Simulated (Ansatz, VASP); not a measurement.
## Zr3W4Se in VASP and in Ansatz

```xyz
8
Lattice="3.2570 -0.0004 0.1807 0.0004 3.2594 -0.0003 0.8390 0.0009 14.2689" Properties=species:S:1:pos:R:3 pbc="T T T"
Zr    1.6750    1.6304   12.2952
Zr    0.5015    0.0004    4.0194
Zr    2.2546    1.6296    1.8779
W     2.0317    1.6299    5.8906
W     0.3209    0.0003    7.2824
W     1.8582    1.6300    9.0208
W     0.1470    0.0006   10.4047
Se    0.7085    0.0000    0.2958
```

Change from the starting cell: cell x1, atoms moved at random (sigma 0.15 Å) and cell strained at random (1.5 %), then relaxed without symmetry.

Alike in both runs: functional PBE; k mesh 6 × 6 × 2; occupations gaussian, width 0.2 eV; no spin polarisation.

Ansatz relaxed the structure, and its values are those at the end. VASP's run is a single point on that final structure, the one shown.

```csv
,VASP,Ansatz
version,VASP 6.6.1,Ansatz 0.2.0
potentials or method,"VASP PAW PBE potentials, release 64 (Zr_sv, W_sv, Se), cutoff 520 eV","scalar-relativistic, plane waves, PAW"
valence electrons in the cell,98,108
```

Ansatz gave:

| Quantity | Value |
| --- | --- |
| gap on the k mesh at the Fermi level (eV) | none |
| pressure (GPa) | 0.0 |
| rms of the force components (eV/Å) | 0.005 |

Question: What did VASP give for the same quantities?

Answer: gap on the k mesh at the Fermi level (eV): none; pressure (GPa): 0.2; rms of the force components (eV/Å): 0.008.

A gap of «none» marks a metal or a gap that the smearing closes. With one functional, cell and mesh, what is left measures potentials, basis and numerics. VASP's potentials hold 98 valence electrons a cell and Ansatz's 108, so a difference there can come from the potentials and not from the codes.

Neither program's run includes spin-orbit coupling.
